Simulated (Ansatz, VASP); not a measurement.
## ZnSe: VASP beside Ansatz

```xyz
2
Lattice="0.0000 3.0064 3.0064 3.0064 0.0000 3.0064 3.0064 3.0064 0.0000" Properties=species:S:1:pos:R:3 pbc="T T T"
Zn    0.0000    0.0000    0.0000
Se    4.5096    4.5096    4.5096
```

Alike in both runs: task single point; functional PBE; k mesh 8 × 8 × 8; occupations gaussian, width 0.02 eV; no spin polarisation.

|  | VASP | Ansatz |
| --- | --- | --- |
| version | VASP 6.6.1 | Ansatz 0.2.0 |
| potentials or method | VASP PAW PBE potentials, release 64 (Zn, Se), cutoff 520 eV | scalar-relativistic, plane waves, PAW |
| valence electrons in the cell | 18 | 28 |

|  | VASP | Ansatz | Ansatz less VASP |
| --- | --- | --- | --- |
| gap on the k mesh at the Fermi level (eV) | 0.63 | 0.63 | +0.002 |
| least direct gap on the mesh (eV) | 0.63 | 0.63 | +0.002 |
| pressure (GPa) | -5.7 | -5.8 | -0.11 |

VASP's potentials hold 18 valence electrons a cell and Ansatz's 28, so a difference there can come from the potentials and not from the codes.
